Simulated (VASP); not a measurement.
# CsP4 (P4/mmm) in VASP: notebook, part 2 of 4

VASP 6.6.1. The steps go on from the part before.

**3. Single point, PBE**

This run uses another cell than the first one, of 46.91 Å³/atom, 2.064 times its volume.

The input, INCAR:

```
SYSTEM = CsP4
PREC = Accurate
ENCUT = 520
EDIFF = 1E-6
ISMEAR = 0
SIGMA = 0.1
LREAL = .FALSE.
LASPH = .TRUE.
NELM = 80
ALGO = Normal
ISIF = 2
LWAVE = .FALSE.
LCHARG = .FALSE.
GGA = PE
NBANDS = 22
```

The input, KPOINTS:

```
Automatic mesh
0
G
  4 4 2
  0 0 0
```

The input, POSCAR:

```
CsP4
1.0
    5.4941096700      0.0000000000      0.0000000000
    0.0000000000      5.4941096700      0.0000000000
    0.0000000000      0.0000000000      7.7698444100
Cs P
1 4
Direct
    0.0000000000      0.0000000000      0.0000000000
    0.5000000000      0.0000000000      0.2500000000
    0.0000000000      0.5000000000      0.7500000000
    0.5000000000      0.0000000000      0.7500000000
    0.0000000000      0.5000000000      0.2500000000
```

Potentials or basis: VASP PAW PBE potentials, release 64 (Cs_sv, P).

Started as:

```sh
cat potpaw_PBE.64/Cs_sv/POTCAR potpaw_PBE.64/P/POTCAR > POTCAR
mpirun -np 1 vasp_std > vasp.out
```

OUTCAR:

```text
SYSTEM = CsP4
   PREC = Accurate
   ENCUT = 520
   EDIFF = 1E-6
   ISMEAR = 0
   LREAL = .FALSE.
   LASPH = .TRUE.
   NELM = 80
   ISIF = 2
   GGA = PE

 ion  position               nearest neighbor table
   1  0.000  0.000  0.000-
   2  0.500  0.000  0.250-
   3  0.000  0.500  0.750-
   4  0.500  0.000  0.750-
   5  0.000  0.500  0.250-

  LATTYP: Found a simple tetragonal cell.
 ALAT       =     5.4941096700
 C/A-ratio  =     1.4142135626

  Lattice vectors:

 A1 = (   5.4941096700,   0.0000000000,   0.0000000000)
 A2 = (   0.0000000000,   5.4941096700,   0.0000000000)
 A3 = (   0.0000000000,   0.0000000000,   7.7698444100)

Analysis of symmetry for initial positions (statically):
=====================================================================
 Subroutine PRICEL returns:
 Original cell was already a primitive cell.

 Routine SETGRP: Setting up the symmetry group for a
 simple tetragonal supercell.

 Subroutine GETGRP returns: Found 16 space group operations
 (whereof 16 operations were pure point group operations)
 out of a pool of 16 trial point group operations.

The static configuration has the point symmetry D_4h.

Analysis of symmetry for dynamics (positions and initial velocities):
=====================================================================
 Subroutine PRICEL returns:
 Original cell was already a primitive cell.

 Routine SETGRP: Setting up the symmetry group for a
 simple tetragonal supercell.

 Subroutine GETGRP returns: Found 16 space group operations
 (whereof 16 operations were pure point group operations)
 out of a pool of 16 trial point group operations.

The dynamic configuration has the point symmetry D_4h.

 Subroutine INISYM returns: Found 16 space group operations
 (whereof 16 operations are pure point group operations),
 and found     1 'primitive' translations

----------------------------------------------------------------------------------------

                                     Primitive cell

  volume of cell :     234.5346

  direct lattice vectors                    reciprocal lattice vectors
     5.494109670  0.000000000  0.000000000     0.182013112  0.000000000  0.000000000
     0.000000000  5.494109670  0.000000000     0.000000000  0.182013112  0.000000000
     0.000000000  0.000000000  7.769844410     0.000000000  0.000000000  0.128702706

  length of vectors
     5.494109670  5.494109670  7.769844410     0.182013112  0.182013112  0.128702706

  position of ions in fractional coordinates (direct lattice)
     0.000000000  0.000000000  0.000000000
     0.500000000  0.000000000  0.250000000
     0.000000000  0.500000000  0.750000000
     0.500000000  0.000000000  0.750000000
     0.000000000  0.500000000  0.250000000

  ion indices of the primitive-cell ions
   primitive index   ion index
                 1           1
                 2           2
                 3           3
                 4           4
                 5           5

[... 20 lines left out ...]

 Subroutine IBZKPT returns following result:
 ===========================================

 Found     12 irreducible k-points:

 Following reciprocal coordinates:
            Coordinates               Weight
  0.000000  0.000000  0.000000      1.000000
  0.250000  0.000000  0.000000      4.000000
  0.500000  0.000000  0.000000      2.000000
  0.250000  0.250000  0.000000      4.000000
  0.500000  0.250000  0.000000      4.000000
  0.500000  0.500000  0.000000      1.000000
  0.000000  0.000000  0.500000      1.000000
  0.250000  0.000000  0.500000      4.000000
  0.500000  0.000000  0.500000      2.000000
  0.250000  0.250000  0.500000      4.000000
  0.500000  0.250000  0.500000      4.000000
  0.500000  0.500000  0.500000      1.000000
   k-points           NKPTS =     12   k-points in BZ     NKDIM =     12   number of bands    NBANDS=     22
   number of dos      NEDOS =    301   number of ions     NIONS =      5
   total plane-waves  NPLWV = 105840
   dimension x,y,z NGX =    42 NGY =   42 NGZ =   60
   dimension x,y,z NGXF=    84 NGYF=   84 NGZF=  120
   ions per type =               1   4
   NGX,Y,Z   is equivalent  to a cutoff of  12.71, 12.71, 12.84 a.u.
   NGXF,Y,Z  is equivalent  to a cutoff of  25.42, 25.42, 25.68 a.u.
 SYSTEM =  CsP4
   PREC   = accura    normal or accurate (medium, high low for compatibility)
   ISTART =      0    job   : 0-new  1-cont  2-samecut
   ICHARG =      2    charge: 1-file 2-atom 10-const
   ISPIN  =      1    spin polarized calculation?
   LNONCOLLINEAR =      F non collinear calculations
   LSORBIT =      F    spin-orbit coupling
   LASPH  =      T    aspherical Exc in radial PAW
   ENCUT  =  520.0 eV  38.22 Ry    6.18 a.u.  10.22 10.22 14.45*2*pi/ulx,y,z
   NELM   =     80;   NELMIN=  2; NELMDL= -5     # of ELM steps
   EDIFF  = 0.1E-05   stopping-criterion for ELM
   LREAL  =      F    real-space projection
   EDIFFG = 0.1E-04   stopping-criterion for IOM
   NSW    =      0    number of steps for IOM
   IBRION =     -1    ionic relax: 0-MD 1-quasi-New 2-CG
   NFREE  =      0    steps in history (QN), initial steepest desc. (CG)
   ISIF   =      2    stress and relaxation
   ISYM   =      2    0-nonsym 1-usesym 2-fastsym
   POTIM  = 0.5000    time-step for ionic-motion
   TEBEG  =    0.0;   TEEND  =   0.0 temperature during run
   PSTRESS=    0.0 pullay stress
   NELECT =      29.0000    total number of electrons
   NUPDOWN=      -1.0000    fix difference up-down
   EMIN   =  10.00;   EMAX   =-10.00  energy-range for DOS
   EFERMI =   0.00;   METHOD = LEGACY
   ISMEAR =     0;   SIGMA  =   0.10  broadening in eV -4-tet -1-fermi 0-gaus
   EFERMI_NEDOS =   21; number of points for ismear=-14 and -15
   IALGO  =     38    algorithm
   IMIX   =      4    mixing-type and parameters
     AMIX     =   0.40;   BMIX     =  1.00
     AMIX_MAG =   1.60;   BMIX_MAG =  1.00
  volume/ion in A,a.u.               =      46.91       316.54
  Fermi-wavevector in a.u.,A,eV,Ry     =   0.815590  1.541241  9.050417  0.665187
  Thomas-Fermi vector in A             =   1.925705
   LORBIT       =      0    0 simple, 1 ext, 2 COOP (PROOUT), +10 PAW based schemes
   GGA     = PE    functional components
   LHFCALC =     F    Hartree Fock is set to
   AEXX    =    0.0000 exact exchange contribution
   IVDW    =     0    specifies the selected vdW correction
   LEPSILON=     F    determine dielectric tensor
   LRPA    =     F    only Hartree local field effects (RPA)
 non-spin polarized calculation
 Gauss-broadening in eV      SIGMA  =   0.10
  energy-cutoff  :      520.00
  volume of cell :      234.53
 maximum number of plane-waves:      6356
 NGX is ok and might be reduce to    42
   NGX = 21   NGY = 21   NGZ = 29

 number of electron      29.0000007 magnetization

 Free energy of the ion-electron system (eV)
  ---------------------------------------------------
  ext. energy  EPLUGINS =         0.00000000
  ---------------------------------------------------
  free energy    TOTEN  =       -10.59505639 eV

  energy without entropy =      -10.54221555  energy(sigma->0) =      -10.56863597

 E-fermi :  -0.8125     XC(G=0):  -6.8077

 val. band max:       -0.8263671617   @ k =   0.2500   0.2500   0.0000
 cond. band min:      -0.8054783649   @ k =   0.2500   0.0000   0.5000
 fundamental gap:      0.0208887968
 Fermi energy:        -0.8124913744

 k-point     1 :       0.0000    0.0000    0.0000
  band No.  band energies     occupation
      1     -21.1693      2.00000
      2      -9.9635      2.00000
      3      -9.8546      2.00000
      4      -9.2211      2.00000
      5      -8.8591      2.00000
      6      -8.2194      2.00000
[... 289 lines left out ...]
     21       4.5675      0.00000
     22       5.5094      0.00000

------------------------ aborting loop because EDIFF is reached ----------------------------------------

  FORCE on cell =-STRESS in cart. coord.  units (eV):
  Direction    XX          YY          ZZ          XY          YZ          ZX
  --------------------------------------------------------------------------------------
  -------------------------------------------------------------------------------------
  Total       -6.8882530     -6.8882530     -4.9166704      0.0000000      0.0000000      0.0000000
  in kB      -47.0557502    -47.0557502    -33.5872700      0.0000000      0.0000000      0.0000000
  external PRESSURE =     -42.5662568 kB  Pullay stress =       0.0000000 kB

 VOLUME and BASIS-vectors are now :
 -----------------------------------------------------------------------------
  energy-cutoff  :      520.00
  volume of cell :      234.53
      direct lattice vectors                 reciprocal lattice vectors
     5.494109670  0.000000000  0.000000000     0.182013112  0.000000000  0.000000000
     0.000000000  5.494109670  0.000000000     0.000000000  0.182013112  0.000000000
     0.000000000  0.000000000  7.769844410     0.000000000  0.000000000  0.128702706

 POSITION                                       TOTAL-FORCE (eV/Angst)
 -----------------------------------------------------------------------------------
      0.00000      0.00000      0.00000         0.000000      0.000000      0.000000
      2.74705      0.00000      1.94246         0.000000      0.000000      0.271021
      0.00000      2.74705      5.82738        -0.000000      0.000000     -0.271021
      2.74705      0.00000      5.82738         0.000000      0.000000     -0.271021
      0.00000      2.74705      1.94246         0.000000     -0.000000      0.271021
 -----------------------------------------------------------------------------------
    total drift:                               -0.000000     -0.000000     -0.000000

  FREE ENERGIE OF THE ION-ELECTRON SYSTEM (eV)
  ---------------------------------------------------
  free  energy   TOTEN  =       -10.5950563859 eV

  energy  without entropy=      -10.5422155496  energy(sigma->0) =      -10.56863597
```

OSZICAR:

```text
N       E                     dE             d eps       ncg     rms          rms(c)
DAV:   1     0.137771474186E+03    0.13777E+03   -0.10134E+04   528   0.101E+03
DAV:   2     0.419945833197E+01   -0.13357E+03   -0.12937E+03   802   0.160E+02
DAV:   3    -0.103934795032E+02   -0.14593E+02   -0.14359E+02   564   0.515E+01
DAV:   4    -0.106932385431E+02   -0.29976E+00   -0.29913E+00   668   0.955E+00
DAV:   5    -0.106992064764E+02   -0.59679E-02   -0.59675E-02   650   0.137E+00    0.181E+00
DAV:   6    -0.105924534014E+02    0.10675E+00   -0.18221E-01   644   0.188E+00    0.808E-01
DAV:   7    -0.105889703019E+02    0.34831E-02   -0.13928E-01   626   0.150E+00    0.263E-01
DAV:   8    -0.105917495923E+02   -0.27793E-02   -0.11754E-02   654   0.515E-01    0.246E-01
DAV:   9    -0.105943493351E+02   -0.25997E-02   -0.25261E-03   618   0.231E-01    0.915E-02
DAV:  10    -0.105949707568E+02   -0.62142E-03   -0.72045E-04   636   0.115E-01    0.645E-02
DAV:  11    -0.105950223401E+02   -0.51583E-04   -0.16639E-04   642   0.522E-02    0.322E-02
DAV:  12    -0.105950487678E+02   -0.26428E-04   -0.36013E-05   636   0.267E-02    0.796E-03
DAV:  13    -0.105950560174E+02   -0.72496E-05   -0.14722E-05   652   0.152E-02    0.591E-03
DAV:  14    -0.105950563859E+02   -0.36848E-06   -0.16707E-06   552   0.542E-03
   1 F= -.10595056E+02 E0= -.10568636E+02  d E =-.528408E-01
```

It took 75 s on 1 thread of Intel Xeon 8259CL, shared host; peak memory 0.32 GiB.

Results:

```yaml
Free_energy: -10.5951 eV
Pressure: -4.3 GPa
Largest_force: 0.271 eV/Å
```

Forces on the atoms (eV/Å):
```
Cs   0.000  0.000  0.000
P    0.000  0.000  0.271
P    0.000  0.000 -0.271
P    0.000  0.000 -0.271
P    0.000  0.000  0.271
```

Caveat: the k points lie up to 0.40 Å⁻¹ apart; spin-orbit coupling is left out, which moves the levels of the heavy elements.

(Part 2 of 4 ends here.)
